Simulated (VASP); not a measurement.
# AlN in VASP: single point with PBEsol

Aim: the single point of AlN with PBEsol.

All numbers are computed with VASP 6.6.1; they aren't measurements. Logs are shortened: lines on timing, memory, paths and dates and some standing lists are left out, and cuts for length are marked.

**1. The cell of the first run**

The cell holds a wire or tube with vacuum around it, 2 atoms: a = 10.500 Å, b = 9.300 Å, c = 3.367 Å, α = 90.00°, β = 90.00°, γ = 90.00°.

**2. Single point, PBEsol, collinear spin, ferromagnetic start**

Input file INCAR:

```
SYSTEM = AlN
  ALGO = Normal
  EDIFF = 1E-6
  ENCUT = 520
  GGA = PS
  GGA_COMPAT = .FALSE.
  ISIF = 2
  ISMEAR = 0
  ISPIN = 2
  LASPH = .TRUE.
  LCHARG = .FALSE.
  LORBIT = 11
  LREAL = .FALSE.
  LWAVE = .FALSE.
  MAGMOM = 0.5 0.5
  NBANDS = 15
  NELM = 200
  PREC = Accurate
  SIGMA = 0.05
```

Input file KPOINTS:

```
k-points
0
G
  1 1 35
  0 0 0
```

Input file POSCAR:

```
AlN
1.0
   10.5000000000      0.0000000000      0.0000000000
    0.0000000000      9.3000000000      0.0000000000
    0.0000000000      0.0000000000      3.3672313440
Al N
1 1
Direct
    0.4999795489      0.5000000000      0.0000000000
    0.5000204511      0.5000000000      0.5000000000
```

Potentials or basis: VASP PAW PBE potentials, release 64 (Al, N).

Started as:

```console
$ cat potpaw_PBE.64/Al/POTCAR potpaw_PBE.64/N/POTCAR > POTCAR
$ mpirun -np 1 vasp_std > vasp.out
```

OUTCAR:

```text
SYSTEM = AlN
   EDIFF = 1E-6
   ENCUT = 520
   GGA = PS
   ISIF = 2
   ISMEAR = 0
   ISPIN = 2
   LASPH = .TRUE.
   LORBIT = 11
   LREAL = .FALSE.
   NELM = 200
   PREC = Accurate

 ion  position               nearest neighbor table
   1  0.500  0.500  0.000-   2 1.68   2 1.68
   2  0.500  0.500  0.500-   1 1.68   1 1.68

  LATTYP: Found a simple orthorhombic cell.
 ALAT       =     3.3672313440
 B/A-ratio  =     2.7619129932
 C/A-ratio  =     3.1182888633

  Lattice vectors:

 A1 = (   0.0000000000,   0.0000000000,  -3.3672313440)
 A2 = (   0.0000000000,   9.3000000000,   0.0000000000)
 A3 = (  10.5000000000,   0.0000000000,   0.0000000000)

Analysis of symmetry for initial positions (statically):
=====================================================================
 Subroutine PRICEL returns:
 Original cell was already a primitive cell.

 Routine SETGRP: Setting up the symmetry group for a
 simple orthorhombic supercell.

 Subroutine GETGRP returns: Found  4 space group operations
 (whereof  4 operations were pure point group operations)
 out of a pool of  8 trial point group operations.

The static configuration has the point symmetry C_2v.

Analysis of symmetry for dynamics (positions and initial velocities):
=====================================================================
 Subroutine PRICEL returns:
 Original cell was already a primitive cell.

 Routine SETGRP: Setting up the symmetry group for a
 simple orthorhombic supercell.

 Subroutine GETGRP returns: Found  4 space group operations
 (whereof  4 operations were pure point group operations)
 out of a pool of  8 trial point group operations.

The dynamic configuration has the point symmetry C_2v.

Analysis of structural, dynamic, and magnetic symmetry:
=====================================================================
 Subroutine PRICEL returns:
 Original cell was already a primitive cell.

 Routine SETGRP: Setting up the symmetry group for a
 simple orthorhombic supercell.

 Subroutine GETGRP returns: Found  4 space group operations
 (whereof  4 operations were pure point group operations)
 out of a pool of  8 trial point group operations.

The overall configuration has the point symmetry C_2v.

 Subroutine INISYM returns: Found  4 space group operations
 (whereof  4 operations are pure point group operations),
 and found     1 'primitive' translations

----------------------------------------------------------------------------------------

                                     Primitive cell

  volume of cell :     328.8101

  direct lattice vectors                    reciprocal lattice vectors
    10.500000000  0.000000000  0.000000000     0.095238095  0.000000000  0.000000000
     0.000000000  9.300000000  0.000000000     0.000000000  0.107526882  0.000000000
     0.000000000  0.000000000  3.367231344     0.000000000  0.000000000  0.296979892

  length of vectors
    10.500000000  9.300000000  3.367231344     0.095238095  0.107526882  0.296979892

  position of ions in fractional coordinates (direct lattice)
     0.499979549  0.500000000  0.000000000
     0.500020451  0.500000000  0.500000000

  ion indices of the primitive-cell ions
   primitive index   ion index
                 1           1
                 2           2

----------------------------------------------------------------------------------------

 KPOINTS: k-points

Automatic generation of k-mesh.
 Grid dimensions read from file:
 generate k-points for:    1    1   35

 Generating k-lattice:

  Cartesian coordinates                     Fractional coordinates (reciprocal lattice)
     0.095238095  0.000000000  0.000000000     1.000000000  0.000000000  0.000000000
     0.000000000  0.107526882  0.000000000     0.000000000  1.000000000  0.000000000
     0.000000000  0.000000000  0.008485140     0.000000000  0.000000000  0.028571429

  Length of vectors
     0.095238095  0.107526882  0.008485140

  Shift w.r.t. Gamma in fractional coordinates (k-lattice)
     0.000000000  0.000000000  0.000000000

 Subroutine IBZKPT returns following result:
 ===========================================

[... 34 lines left out ...]
   ISPIN  =      2    spin polarized calculation?
   LNONCOLLINEAR =      F non collinear calculations
   LSORBIT =      F    spin-orbit coupling
   LASPH  =      T    aspherical Exc in radial PAW
   ENCUT  =  520.0 eV  38.22 Ry    6.18 a.u.  19.52 17.29  6.26*2*pi/ulx,y,z
   NELM   =    200;   NELMIN=  2; NELMDL= -5     # of ELM steps
   EDIFF  = 0.1E-05   stopping-criterion for ELM
   LREAL  =      F    real-space projection
   EDIFFG = 0.1E-04   stopping-criterion for IOM
   NSW    =      0    number of steps for IOM
   IBRION =     -1    ionic relax: 0-MD 1-quasi-New 2-CG
   NFREE  =      0    steps in history (QN), initial steepest desc. (CG)
   ISIF   =      2    stress and relaxation
   ISYM   =      2    0-nonsym 1-usesym 2-fastsym
   POTIM  = 0.5000    time-step for ionic-motion
   TEBEG  =    0.0;   TEEND  =   0.0 temperature during run
   PSTRESS=    0.0 pullay stress
   NELECT =       8.0000    total number of electrons
   NUPDOWN=      -1.0000    fix difference up-down
   EMIN   =  10.00;   EMAX   =-10.00  energy-range for DOS
   EFERMI =   0.00;   METHOD = LEGACY
   ISMEAR =     0;   SIGMA  =   0.05  broadening in eV -4-tet -1-fermi 0-gaus
   EFERMI_NEDOS =   21; number of points for ismear=-14 and -15
   IALGO  =     38    algorithm
   IMIX   =      4    mixing-type and parameters
     AMIX     =   0.40;   BMIX     =  1.00
     AMIX_MAG =   1.60;   BMIX_MAG =  1.00
  volume/ion in A,a.u.               =     164.41      1109.46
  Fermi-wavevector in a.u.,A,eV,Ry     =   0.474376  0.896441  3.061760  0.225033
  Thomas-Fermi vector in A             =   1.468640
   LORBIT       =     11    0 simple, 1 ext, 2 COOP (PROOUT), +10 PAW based schemes
   GGA     = PS    functional components
   LHFCALC =     F    Hartree Fock is set to
   AEXX    =    0.0000 exact exchange contribution
   IVDW    =     0    specifies the selected vdW correction
   LEPSILON=     F    determine dielectric tensor
   LRPA    =     F    only Hartree local field effects (RPA)
 spin polarized calculation
 Gauss-broadening in eV      SIGMA  =   0.05
  energy-cutoff  :      520.00
  volume of cell :      328.81
 maximum number of plane-waves:      8893
 NGX is ok and might be reduce to    80
   NGX = 39   NGY = 35   NGZ = 13

 number of electron       7.9999997 magnetization       0.0000004

 number of electron       7.9999997 magnetization      -0.0000007

 Free energy of the ion-electron system (eV)
  ---------------------------------------------------
  ext. energy  EPLUGINS =         0.00000000
  ---------------------------------------------------
  free energy    TOTEN  =       -11.65909738 eV

  energy without entropy =      -11.65909738  energy(sigma->0) =      -11.65909738

 E-fermi :  -4.5507     XC(G=0):  -1.7420

 val. band max:       -4.7731243644   @ k =   0.0000   0.0000   0.4857
 cond. band min:      -2.3093345973   @ k =   0.0000   0.0000   0.0000
 fundamental gap:      2.4637897672
 Fermi energy:        -4.5507169663

 spin component 1

 k-point     1 :       0.0000    0.0000    0.0000
  band No.  band energies     occupation
      1     -17.2099      1.00000
      2      -7.0519      1.00000
      3      -5.7604      1.00000
      4      -5.7596      1.00000
      5      -2.3093      0.00000
      6       0.6743      0.00000
      7       0.9015      0.00000
      8       1.1409      0.00000
      9       1.2439      0.00000
     10       2.0241      0.00000
     11       2.7552      0.00000
     12       2.7653      0.00000
     13       2.8579      0.00000
     14       3.9767      0.00000
[... 292 lines left out ...]
      1     -16.5087      1.00000
      2      -9.5414      1.00000
      3      -4.7735      1.00000
      4      -4.7731      1.00000
      5      -0.1162      0.00000
      6      -0.1098      0.00000
      7       0.5975      0.00000
      8       2.9102      0.00000
      9       3.9899      0.00000
     10       4.3180      0.00000
     11       4.3439      0.00000
     12       4.6718      0.00000
     13       4.7230      0.00000
     14       5.0914      0.00000
     15       5.1762      0.00000
 Fermi energy:        -4.5507169663

 spin component 2

 k-point     1 :       0.0000    0.0000    0.0000
  band No.  band energies     occupation
      1     -17.2099      1.00000
      2      -7.0519      1.00000
      3      -5.7604      1.00000
      4      -5.7596      1.00000
      5      -2.3093      0.00000
      6       0.6858      0.00000
      7       0.9028      0.00000
      8       1.1415      0.00000
      9       1.2436      0.00000
     10       2.0246      0.00000
     11       2.7737      0.00000
     12       2.7958      0.00000
     13       2.8634      0.00000
     14       3.9740      0.00000
[... 293 lines left out ...]
      2      -9.5414      1.00000
      3      -4.7735      1.00000
      4      -4.7731      1.00000
      5      -0.1162      0.00000
      6      -0.1098      0.00000
      7       0.5975      0.00000
      8       2.9123      0.00000
      9       4.0022      0.00000
     10       4.3181      0.00000
     11       4.3459      0.00000
     12       4.6728      0.00000
     13       4.7256      0.00000
     14       4.9778      0.00000
     15       5.1166      0.00000

------------------------ aborting loop because EDIFF is reached ----------------------------------------

  FORCE on cell =-STRESS in cart. coord.  units (eV):
  Direction    XX          YY          ZZ          XY          YZ          ZX
  --------------------------------------------------------------------------------------
  -------------------------------------------------------------------------------------
  Total       -0.0096846     -0.0013072      0.2604310      0.0000000      0.0000000      0.0000000
  in kB       -0.0471898     -0.0063696      1.2689897      0.0000000      0.0000000      0.0000000
  external PRESSURE =       0.4051434 kB  Pullay stress =       0.0000000 kB

 VOLUME and BASIS-vectors are now :
 -----------------------------------------------------------------------------
  energy-cutoff  :      520.00
  volume of cell :      328.81
      direct lattice vectors                 reciprocal lattice vectors
    10.500000000  0.000000000  0.000000000     0.095238095  0.000000000  0.000000000
     0.000000000  9.300000000  0.000000000     0.000000000  0.107526882  0.000000000
     0.000000000  0.000000000  3.367231344     0.000000000  0.000000000  0.296979892

 POSITION                                       TOTAL-FORCE (eV/Angst)
 -----------------------------------------------------------------------------------
      5.24979      4.65000      0.00000         0.000448      0.000000      0.000000
      5.25021      4.65000      1.68362        -0.000448      0.000000      0.000000
 -----------------------------------------------------------------------------------
    total drift:                                0.000004      0.000000     -0.000000

  FREE ENERGIE OF THE ION-ELECTRON SYSTEM (eV)
  ---------------------------------------------------
  free  energy   TOTEN  =       -11.6590973840 eV

  energy  without entropy=      -11.6590973840  energy(sigma->0) =      -11.65909738

 total charge

# of ion       s       p       d       tot
------------------------------------------
    1        0.410   0.466   0.000   0.876
    2        1.228   2.538   0.000   3.766
--------------------------------------------------
tot          1.638   3.004   0.000   4.642

 magnetization (x)

# of ion       s       p       d       tot
------------------------------------------
    1       -0.000  -0.000   0.000  -0.000
    2        0.000   0.000   0.000   0.000
--------------------------------------------------
tot          0.000   0.000   0.000   0.000
```

Wall time 4.3 min (1 thread of Intel Xeon Platinum 8488C (Sapphire Rapids), shared host); peak memory 0.58 GiB.

Results:

- Free energy: -11.6591 eV
- Band gap on the k mesh: 2.46 eV (least direct gap 3.45 eV)
- Net moment: 0.00 μB per cell
- Valence electrons inside the program's atomic spheres: Al 0.88; N 3.77

Levels at points of the mesh, in eV from the valence-band top:
Spin up:
| k point | band 2 | band 3 | band 4 | band 5 | band 6 | band 7 |
| --- | --- | --- | --- | --- | --- | --- |
| (0.00, 0.00, 0.00) | -2.28 | -0.99 | -0.99 | 2.46 | 5.45 | 5.67 |
Spin down:
```tsv
k point	band 1	band 2	band 3	band 4	band 5	band 6	band 7	band 8
(0.00, 0.00, 0.00)	-12.44	-2.28	-0.99	-0.99	2.46	5.46	5.68	5.91
```

Caveat: the PAW data sets were made with another functional, which shifts forces and pressure a little.
